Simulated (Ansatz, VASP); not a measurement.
One calculation of Ta, two programs

The input INCAR:

```
SYSTEM = Ta
ALGO = Normal
EDIFF = 1E-6
ENCUT = 520
GGA = PE
ISIF = 2
ISMEAR = 0
LASPH = .TRUE.
LCHARG = .TRUE.
LELF = .TRUE.
LREAL = .FALSE.
LVHAR = .TRUE.
LWAVE = .FALSE.
NBANDS = 12
NELM = 80
PREC = Accurate
SIGMA = 0.15
```

The input KPOINTS:

```
k-points
0
G
  20 20 20
  0 0 0
```

The input POSCAR:

```
Ta
1.0
   -1.6265108000      1.6265108000      1.6760492000
    1.6265108000     -1.6265108000      1.6760492000
    1.6265108000      1.6265108000     -1.6760492000
Ta
1
Direct
    0.0000000000      0.0000000000      0.0000000000
```

Input for Ansatz:

```yaml
crystal:
  lattice:
    - [-1.6265108, 1.6265108, 1.6760492]
    - [1.6265108, -1.6265108, 1.6760492]
    - [1.6265108, 1.6265108, -1.6760492]
  atoms:
    - { symbol: Ta, position: [0.0, 0.0, 0.0] }
basis:
  ecutwfc: 420
kpoints:
  mp_grid: { grid: [20, 20, 20] }
hamiltonian:
  xc: pbe
scf:
  occupations: { method: gaussian, width: 0.15 }
output:
  forces: true
  stress: true
  eigenvalues: true
```

Change from the starting cell: strain -0.015 along x and y, +0.015 along z, atoms carried along.

Alike in both runs: task single point; functional PBE; k mesh 20 × 20 × 20; occupations gaussian, width 0.15 eV; no spin polarisation.

```csv
,VASP,Ansatz
version,VASP 6.6.1,Ansatz 0.2.0
potentials or method,"VASP PAW PBE potentials, release 64 (Ta_pv), cutoff 520 eV","scalar-relativistic, plane waves, PAW"
valence electrons in the cell,11,13
```

|  | VASP | Ansatz | Ansatz less VASP |
| --- | --- | --- | --- |
| gap on the k mesh at the Fermi level (eV) | none | none | - |
| pressure (GPa) | 6.6 | 6.5 | -0.14 |
| traceless stress, the component that is largest in VASP (GPa) | -2.45 | -2.46 | -0.005 |

A gap of «none» marks a metal or a gap that the smearing closes. VASP's potentials hold 11 valence electrons a cell and Ansatz's 13, so a difference there can come from the potentials and not from the codes.

Neither program's run includes spin-orbit coupling.
